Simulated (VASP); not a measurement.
Write the native input for VASP 6.6.1 that does the following.

```
Task                   : single point
Functional             : LDA
Potentials or basis    : VASP PAW LDA potentials, release 64 (Li_sv, Ca_sv, F)
Cutoff                 : 520 eV
k mesh                 : 6 × 6 × 6
Occupations            : gaussian, width 0.05 eV
Spin                   : no spin polarisation
Dipole correction      : no
Further INCAR settings : ALGO = Normal; EDIFF = 1e-06; NBANDS = 25
```

The structure of LiCaF3 lies in POSCAR:

```
LiCaF3
1.0
    3.7612440000      0.0000000000      0.0000000000
    0.0000000000      3.7612440000      0.0000000000
    0.0000000000      0.0000000000      3.7612440000
Li Ca F
1 1 3
Direct
    0.5000000000      0.5000000000      0.5000000000
    0.0000000000      0.0000000000      0.0000000000
   -0.0232635798      0.5000000000      0.5000000000
    0.4767364202      0.5000000000      0.0000000000
    0.4767364202      0.0000000000      0.5000000000
```

This cell differs from its parent crystal: all F atoms moved +0.087 Å, as atom 3 towards its neighbour atom 1 (Li) at 1.881 Å.

The input as run:

INCAR

```
PREC = Accurate ; ENCUT = 520
EDIFF = 1E-6 ; ISMEAR = 0
SIGMA = 0.05 ; LREAL = False
LASPH = True ; NELM = 80
ALGO = Normal ; ISIF = 2
LWAVE = False ; LCHARG = False
NBANDS = 25
```

KPOINTS

```
Automatic mesh
0
Gamma
  6 6 6
```

Potentials or basis: VASP PAW LDA potentials, release 64 (Li_sv, Ca_sv, F).

Launch:

```sh
$ cat potpaw_LDA.64/Li_sv/POTCAR potpaw_LDA.64/Ca_sv/POTCAR potpaw_LDA.64/F/POTCAR > POTCAR
$ mpirun -np 1 vasp_std > vasp.out
```

It gave:

```yaml
Largest_force: 0.403 eV/Å
Band_gap_on_the_k_mesh: 6.37 eV (least direct gap 6.49 eV)
```

Caveat: the cell differs from its parent crystal (all F atoms moved +0.087 Å, as atom 3 towards its neighbour atom 1 (Li) at 1.881 Å).

Run time: 50 s on 1 thread of Intel(R) Xeon(R) Platinum 8259CL CPU @ 2.50GHz (Skylake/Cascade Lake), on a shared host, peak memory 0.17 GiB.
